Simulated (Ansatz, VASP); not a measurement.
# Two plane-wave programs on Be2Ga2C3

```
Be Ga C
1.0
     2.85990    0.00000    0.00000
    -1.42995    2.47675    0.00000
     0.00000    0.00000   12.05867
Be Ga C
2 2 3
Direct
  0.33333 0.66667 0.50000
  0.66667 0.33333 0.50000
  0.00000 0.00000 0.26607
  0.00000 0.00000 0.73393
  0.00000 0.00000 0.50000
  0.33333 0.66667 0.00000
  0.66667 0.33333 0.00000
```

Alike in both runs: functional PBE; k mesh 9 × 9 × 2; occupations gaussian, width 0.1 eV; no spin polarisation.

Ansatz relaxed the structure, and its values are those at the end. VASP's run is a single point on that final structure, the one shown.

```csv
,VASP,Ansatz
version,VASP 6.6.1,Ansatz 0.2.0
potentials or method,"VASP PAW PBE potentials, release 64 (Be, Ga_d, C), cutoff 520 eV","scalar-relativistic, plane waves, PAW"
valence electrons in the cell,42,42
```

```csv
,VASP,Ansatz,Ansatz less VASP
gap on the k mesh at the Fermi level (eV),none,none,-
pressure (GPa),0.3,0.1,-0.14
```

A gap of «none» marks a metal or a gap that the smearing closes.
